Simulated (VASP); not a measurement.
# PbO2 (Fm-3m) in VASP: settings compared, part 2 of 3

VASP 6.6.1. Earlier steps stand in the parts before.

## Step 3: Single point, PBE

INCAR reads:

```
SYSTEM = PbO2
PREC = Accurate
ENCUT = 520
EDIFF = 1E-6
ISMEAR = 1
SIGMA = 0.1
LREAL = .False.
LASPH = .True.
NELM = 80
ALGO = Normal
ISIF = 2
LWAVE = .False.
LCHARG = .False.
GGA = PE
NBANDS = 20
```

KPOINTS reads:

```
regular mesh
0
Gamma
  6 6 6
  0 0 0
```

POSCAR reads:

```
PbO2
1.0
    0.0000000000      2.7019920000      2.7019920000
    2.7019920000      0.0000000000      2.7019920000
    2.7019920000      2.7019920000      0.0000000000
Pb O
1 2
Direct
    0.0000000000      0.0000000000      0.0000000000
    0.2500000000      0.2500000000      0.2500000000
    0.7500000000      0.7500000000      0.7500000000
```

Potentials or basis: VASP PAW PBE potentials, release 64 (Pb_d, O).

Run with:

```bash
$ cat potpaw_PBE.64/Pb_d/POTCAR potpaw_PBE.64/O/POTCAR > POTCAR
$ mpirun -np 1 vasp_std > vasp.out
```

OUTCAR:

```text
SYSTEM = PbO2
   PREC = Accurate
   ENCUT = 520
   EDIFF = 1E-6
   ISMEAR = 1
   LREAL = .False.
   LASPH = .True.
   NELM = 80
   ISIF = 2
   GGA = PE

 ion  position               nearest neighbor table
   1  0.000  0.000  0.000-   3 2.34   3 2.34   3 2.34   2 2.34   2 2.34   2 2.34   3 2.34   2 2.34

   2  0.250  0.250  0.250-   1 2.34   1 2.34   1 2.34   1 2.34
   3  0.750  0.750  0.750-   1 2.34   1 2.34   1 2.34   1 2.34

  LATTYP: Found a face centered cubic cell.
 ALAT       =     5.4039840000

  Lattice vectors:

 A1 = (   0.0000000000,   2.7019920000,   2.7019920000)
 A2 = (   2.7019920000,   0.0000000000,   2.7019920000)
 A3 = (   2.7019920000,   2.7019920000,   0.0000000000)

Analysis of symmetry for initial positions (statically):
=====================================================================
 Subroutine PRICEL returns:
 Original cell was already a primitive cell.

 Routine SETGRP: Setting up the symmetry group for a
 face centered cubic supercell.

 Subroutine GETGRP returns: Found 48 space group operations
[... 9 lines left out ...]

 Routine SETGRP: Setting up the symmetry group for a
 face centered cubic supercell.

 Subroutine GETGRP returns: Found 48 space group operations
[... 11 lines left out ...]
                                     Primitive cell

  volume of cell :      39.4532

  direct lattice vectors                    reciprocal lattice vectors
     0.000000000  2.701992000  2.701992000    -0.185048660  0.185048660  0.185048660
     2.701992000  0.000000000  2.701992000     0.185048660 -0.185048660  0.185048660
     2.701992000  2.701992000  0.000000000     0.185048660  0.185048660 -0.185048660

  length of vectors
     3.821193732  3.821193732  3.821193732     0.320513682  0.320513682  0.320513682

  position of ions in fractional coordinates (direct lattice)
     0.000000000  0.000000000  0.000000000
     0.250000000  0.250000000  0.250000000
     0.750000000  0.750000000  0.750000000

  ion indices of the primitive-cell ions
   primitive index   ion index
                 1           1
                 2           2
                 3           3

----------------------------------------------------------------------------------------

 KPOINTS: regular mesh

Automatic generation of k-mesh.
 Grid dimensions read from file:
 generate k-points for:    6    6    6

 Generating k-lattice:

  Cartesian coordinates                     Fractional coordinates (reciprocal lattice)
    -0.030841443  0.030841443  0.030841443     0.166666667  0.000000000  0.000000000
     0.030841443 -0.030841443  0.030841443     0.000000000  0.166666667  0.000000000
     0.030841443  0.030841443 -0.030841443     0.000000000  0.000000000  0.166666667

  Length of vectors
     0.053418947  0.053418947  0.053418947

  Shift w.r.t. Gamma in fractional coordinates (k-lattice)
     0.000000000  0.000000000  0.000000000

 Subroutine IBZKPT returns following result:
 ===========================================

 Found     16 irreducible k-points:

 Following reciprocal coordinates:
            Coordinates               Weight
  0.000000  0.000000  0.000000      1.000000
  0.166667  0.000000  0.000000      8.000000
  0.333333  0.000000  0.000000      8.000000
  0.500000  0.000000  0.000000      4.000000
  0.166667  0.166667  0.000000      6.000000
  0.333333  0.166667  0.000000     24.000000
[... 8 lines left out ...]
 -0.333333  0.333333  0.166667     24.000000
 -0.333333  0.500000  0.166667     12.000000
   k-points           NKPTS =     16   k-points in BZ     NKDIM =     16   number of bands    NBANDS=     20
   number of dos      NEDOS =    301   number of ions     NIONS =      3
   total plane-waves  NPLWV =  21952
   dimension x,y,z NGX =    28 NGY =   28 NGZ =   28
   dimension x,y,z NGXF=    56 NGYF=   56 NGZF=   56
   ions per type =               1   2
   NGX,Y,Z   is equivalent  to a cutoff of  12.18, 12.18, 12.18 a.u.
   NGXF,Y,Z  is equivalent  to a cutoff of  24.36, 24.36, 24.36 a.u.
 SYSTEM =  PbO2
   PREC   = accura    normal or accurate (medium, high low for compatibility)
   ISTART =      0    job   : 0-new  1-cont  2-samecut
   ICHARG =      2    charge: 1-file 2-atom 10-const
   ISPIN  =      1    spin polarized calculation?
   LNONCOLLINEAR =      F non collinear calculations
   LSORBIT =      F    spin-orbit coupling
   LASPH  =      T    aspherical Exc in radial PAW
   ENCUT  =  520.0 eV  38.22 Ry    6.18 a.u.   7.10  7.10  7.10*2*pi/ulx,y,z
   NELM   =     80;   NELMIN=  2; NELMDL= -5     # of ELM steps
   EDIFF  = 0.1E-05   stopping-criterion for ELM
   LREAL  =      F    real-space projection
   EDIFFG = 0.1E-04   stopping-criterion for IOM
   NSW    =      0    number of steps for IOM
   IBRION =     -1    ionic relax: 0-MD 1-quasi-New 2-CG
   NFREE  =      0    steps in history (QN), initial steepest desc. (CG)
   ISIF   =      2    stress and relaxation
   ISYM   =      2    0-nonsym 1-usesym 2-fastsym
   POTIM  = 0.5000    time-step for ionic-motion
   TEBEG  =    0.0;   TEEND  =   0.0 temperature during run
   PSTRESS=    0.0 pullay stress
   NELECT =      26.0000    total number of electrons
   NUPDOWN=      -1.0000    fix difference up-down
   EMIN   =  10.00;   EMAX   =-10.00  energy-range for DOS
   EFERMI =   0.00;   METHOD = LEGACY
   ISMEAR =     1;   SIGMA  =   0.10  broadening in eV -4-tet -1-fermi 0-gaus
   EFERMI_NEDOS =   21; number of points for ismear=-14 and -15
   IALGO  =     38    algorithm
   IMIX   =      4    mixing-type and parameters
     AMIX     =   0.40;   BMIX     =  1.00
     AMIX_MAG =   1.60;   BMIX_MAG =  1.00
  volume/ion in A,a.u.               =      13.15        88.75
  Fermi-wavevector in a.u.,A,eV,Ry     =   1.424640  2.692180 27.614384  2.029600
  Thomas-Fermi vector in A             =   2.545110
   LORBIT       =      0    0 simple, 1 ext, 2 COOP (PROOUT), +10 PAW based schemes
   GGA     = PE    functional components
   LHFCALC =     F    Hartree Fock is set to
   AEXX    =    0.0000 exact exchange contribution
   IVDW    =     0    specifies the selected vdW correction
   LEPSILON=     F    determine dielectric tensor
   LRPA    =     F    only Hartree local field effects (RPA)
 non-spin polarized calculation
 Methfessel and Paxton  Order N= 1 SIGMA  =   0.10
  energy-cutoff  :      520.00
  volume of cell :       39.45
 maximum number of plane-waves:      1073
   NGX = 15   NGY = 15   NGZ = 15

 number of electron      25.9999989 magnetization

 Free energy of the ion-electron system (eV)
  ---------------------------------------------------
  ext. energy  EPLUGINS =         0.00000000
  ---------------------------------------------------
  free energy    TOTEN  =       -15.60875876 eV

  energy without entropy =      -15.60856686  energy(sigma->0) =      -15.60869480

 E-fermi :   5.6848     XC(G=0): -11.1436

 val. band max:        5.6269184262   @ k =  -0.3333   0.5000   0.1667
 cond. band min:       5.9365323050   @ k =   0.1667   0.1667   0.0000
 fundamental gap:      0.3096138788
 Fermi energy:         5.6848385020

 k-point     1 :       0.0000    0.0000    0.0000
  band No.  band energies     occupation
      1     -12.8660      2.00000
      2     -10.0606      2.00000
      3     -10.0606      2.00000
      4     -10.0606      2.00000
      5     -10.0554      2.00000
      6      -9.8293      2.00000
[... 12 lines left out ...]
     19      21.2149      0.00000
     20      21.2149      0.00000

 k-point     2 :       0.1667    0.0000    0.0000
  band No.  band energies     occupation
      1     -12.6544      2.00000
      2     -10.9121      2.00000
      3     -10.0309      2.00000
      4     -10.0309      2.00000
      5      -9.8296      2.00000
      6      -9.8296      2.00000
[... 12 lines left out ...]
     19      21.0096      0.00000
     20      21.0096      0.00000
[... 281 lines left out ...]
      3      -9.8915      2.00000
      4      -9.8659      2.00000
      5      -9.8001      2.00000
      6      -9.1189      2.00000
[... 12 lines left out ...]
     19      21.3419      0.00000
     20      23.3178      0.00000

 k-point    16 :      -0.3333    0.5000    0.1667
  band No.  band energies     occupation
      1     -11.9750      2.00000
      2     -11.6906      2.00000
      3      -9.9176      2.00000
      4      -9.8093      2.00000
      5      -9.7946      2.00000
      6      -9.3388      2.00000
[... 12 lines left out ...]
     19      22.1521      0.00000
     20      22.5119      0.00000

------------------------ aborting loop because EDIFF is reached ----------------------------------------

  FORCE on cell =-STRESS in cart. coord.  units (eV):
  Direction    XX          YY          ZZ          XY          YZ          ZX
  --------------------------------------------------------------------------------------
  -------------------------------------------------------------------------------------
  Total        0.0582277      0.0582277      0.0582277      0.0000000      0.0000000     -0.0000000
  in kB        2.3646020      2.3646020      2.3646020      0.0000000      0.0000000     -0.0000000
  external PRESSURE =       2.3646020 kB  Pullay stress =       0.0000000 kB

 VOLUME and BASIS-vectors are now :
 -----------------------------------------------------------------------------
  energy-cutoff  :      520.00
  volume of cell :       39.45
      direct lattice vectors                 reciprocal lattice vectors
     0.000000000  2.701992000  2.701992000    -0.185048660  0.185048660  0.185048660
     2.701992000  0.000000000  2.701992000     0.185048660 -0.185048660  0.185048660
     2.701992000  2.701992000  0.000000000     0.185048660  0.185048660 -0.185048660

 POSITION                                       TOTAL-FORCE (eV/Angst)
 -----------------------------------------------------------------------------------
      0.00000      0.00000      0.00000        -0.000000     -0.000000      0.000000
      1.35100      1.35100      1.35100         0.000000      0.000000      0.000000
      4.05299      4.05299      4.05299         0.000000     -0.000000     -0.000000
 -----------------------------------------------------------------------------------
    total drift:                                0.000000     -0.000000      0.000000

  FREE ENERGIE OF THE ION-ELECTRON SYSTEM (eV)
  ---------------------------------------------------
  free  energy   TOTEN  =       -15.6087587641 eV

  energy  without entropy=      -15.6085668577  energy(sigma->0) =      -15.60869480
```

Wall time 6.7 s (1 thread of Intel Xeon 6975P-C (Granite Rapids), shared host); peak memory 0.15 GiB.

Results:

```yaml
Free_energy: -15.6088 eV
Pressure: 0.2 GPa
Band_gap_on_the_k_mesh: zero (band 13 reaches 5.63 eV, above the bottom of band 14 at 4.44 eV)
```

Levels at points of the mesh, in eV from the Fermi level:
| k point | band 9 | band 10 | band 11 | band 12 | band 13 | band 14 | band 15 | band 16 | band 17 | band 18 |
| --- | --- | --- | --- | --- | --- | --- | --- | --- | --- | --- |
| (0.00, 0.00, 0.00) | -2.01 | -2.01 | -2.01 | -1.25 | -1.25 | -1.25 | 6.94 | 6.94 | 6.94 | 11.73 |
| (0.50, 0.00, 0.00) | -3.32 | -2.80 | -2.80 | -1.46 | -1.46 | 2.52 | 7.09 | 9.44 | 9.44 | 14.33 |
| (0.50, 0.50, 0.00) | -4.51 | -4.51 | -0.29 | -0.18 | -0.18 | 1.62 | 6.14 | 9.40 | 10.76 | 10.76 |

Caveat: spin-orbit coupling is left out, which moves the levels of the heavy elements.

## Step 4: Single point, PBE+D3(BJ)

INCAR reads:

```
ALGO     = Normal         # electronic algorithm
EDIFF    = 1E-7           # SCF threshold, eV
ENCUT    = 520            # plane-wave cutoff, eV
GGA      = PE             # functional
ISIF     = 2              # what is computed and relaxed
ISMEAR   = 0              # smearing method
IVDW     = 12             # dispersion correction
LASPH    = T              # aspherical terms in the spheres
LCHARG   = F              # write CHGCAR
LREAL    = F              # projectors in reciprocal space
LWAVE    = F              # write WAVECAR
NBANDS   = 20             # bands
NELECT   = 26.1         
NELM     = 60             # most SCF steps
PREC     = Accurate       # precision mode
SIGMA    = 0.1            # smearing width, eV
```

KPOINTS reads:

```
k-points
0
Gamma
  6 6 6
```

POSCAR is that of step 3.

Run with:

```bash
$ cat potpaw_PBE.64/Pb_d/POTCAR potpaw_PBE.64/O/POTCAR > POTCAR
$ mpirun -np 1 vasp_std > vasp.out
```

Run time: 6.9 s. Hardware: 1 thread of Intel Xeon 6975P-C (Granite Rapids), shared host; peak memory 0.17 GiB.

The run converged. Its results:

```yaml
Free_energy: -15.6948 eV
Dispersion_energy_per_atom: -0.227 eV
```

Levels at points of the mesh, in eV from the Fermi level:
```tsv
k point	band 11	band 12	band 13	band 14	band 15	band 16
(0.00, 0.00, 0.00)	-2.41	-1.63	-1.63	-1.63	6.47	6.47
(0.50, 0.00, 0.00)	-3.21	-1.85	-1.85	2.13	6.64	9.00
(0.50, 0.50, 0.00)	-0.66	-0.56	-0.56	1.19	5.68	8.90
```

Caveat: the cell carries a net charge on a neutralising background, which shifts energy and pressure; the cell is charged against a uniform background, so pressure and absolute levels hang on convention; spin-orbit coupling is left out, which moves the levels of the heavy elements; pairwise dispersion overbinds metals, which lowers pressure and volume.

## Step 5: Single point, PBE

INCAR reads:

```
SYSTEM = PbO2
PREC = Accurate ; ENCUT = 520
EDIFF = 1E-6 ; ISMEAR = 0
SIGMA = 0.1 ; LREAL = .False.
LASPH = .True. ; NELM = 100
ALGO = Normal ; ISIF = 2
LWAVE = .False. ; LCHARG = .False.
GGA = PE ; NBANDS = 20
```

KPOINTS reads:

```
regular mesh
0
Gamma
  6 6 6
  0 0 0
```

POSCAR is that of step 4.

Run with:

```bash
$ cat potpaw_PBE.64/Pb_d/POTCAR potpaw_PBE.64/O/POTCAR > POTCAR
$ mpirun -np 1 vasp_std > vasp.out
```

Run time: 6.9 s. Hardware: 1 thread of Intel Xeon 6975P-C (Granite Rapids), shared host; peak memory 0.15 GiB.

The run converged. Its results:

| Property | Result |
| --- | --- |
| Free energy | -15.6097 eV |
| Pressure | 0.2 GPa |
| Band gap on the k mesh | zero (band 13 reaches 5.63 eV, above the bottom of band 14 at 4.44 eV) |

Levels at points of the mesh, in eV from the Fermi level:
```tsv
k point	band 11	band 12	band 13	band 14	band 15	band 16
(0.00, 0.00, 0.00)	-2.05	-1.29	-1.29	-1.29	6.90	6.90
(0.50, 0.00, 0.00)	-2.84	-1.49	-1.49	2.48	7.05	9.40
(0.50, 0.50, 0.00)	-0.32	-0.22	-0.22	1.58	6.10	9.36
```

Caveat: spin-orbit coupling is left out, which moves the levels of the heavy elements.

[end of part 2 of 3]
